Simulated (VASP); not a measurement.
The system is AlN.

```
Al N
1.0
     0.00000    2.19846    2.19846
     2.19846    0.00000    2.19846
     2.19846    2.19846    0.00000
Al N
1 1
Direct
  0.00000 0.00000 0.00000
  0.25000 0.25000 0.25000
```

Base run:

```yaml
Program: VASP 6.6.1
Functional: revPBE
Dispersion: D4
Potentials_or_basis: VASP PAW PBE potentials, release 64 (Al, N)
Cutoff: 600 eV
k_mesh: 10 × 10 × 10
Occupations: fermi-dirac, width 0.05 eV
Spin: no spin polarisation
```

Its results: band gap on the k mesh 3.34 eV, indirect (least direct gap 4.05 eV); pressure -6.8 GPa.

**Question.** The run is repeated on the same cell with these changes: dispersion from D4 to none; cutoff from 600 eV to 520 eV. What comes out?

**Answer.** Band gap on the k mesh 3.34 eV, indirect (least direct gap 4.05 eV); pressure 2.9 GPa.

Caveats: the PAW data sets were made with another functional, which shifts forces and pressure a little.

A k mesh can miss the band edges.
